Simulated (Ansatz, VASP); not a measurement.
MgO in VASP and in Ansatz

```xyz
4
Lattice="3.4980 0.0000 0.0000 -1.7490 3.0293 0.0000 0.0000 0.0000 4.1919" Properties=species:S:1:pos:R:3 pbc="T T T"
Mg    1.7490    1.0098    3.1439
Mg    0.0000    2.0195    1.0480
O     1.7490    1.0098    1.0480
O     0.0000    2.0195    3.1439
```

Alike in both runs: task single point; functional r2SCAN; k mesh 6 × 6 × 6; no spin polarisation.

```csv
,VASP,Ansatz
version,VASP 6.6.1,Ansatz 0.2.0
potentials or method,"VASP PAW PBE potentials, release 64 (Mg_sv, O), cutoff 660 eV","plane waves, PAW"
occupations,"gaussian, width 0.01 eV",fixed
valence electrons in the cell,32,32
```

|  | VASP | Ansatz | Ansatz less VASP |
| --- | --- | --- | --- |
| pressure (GPa) | -1.5 | -1.2 | +0.29 |
| traceless stress, the component that is largest in VASP (GPa) | 0.33 | 0.22 | -0.109 |

VASP's potentials were made for PBE, not for r2SCAN.
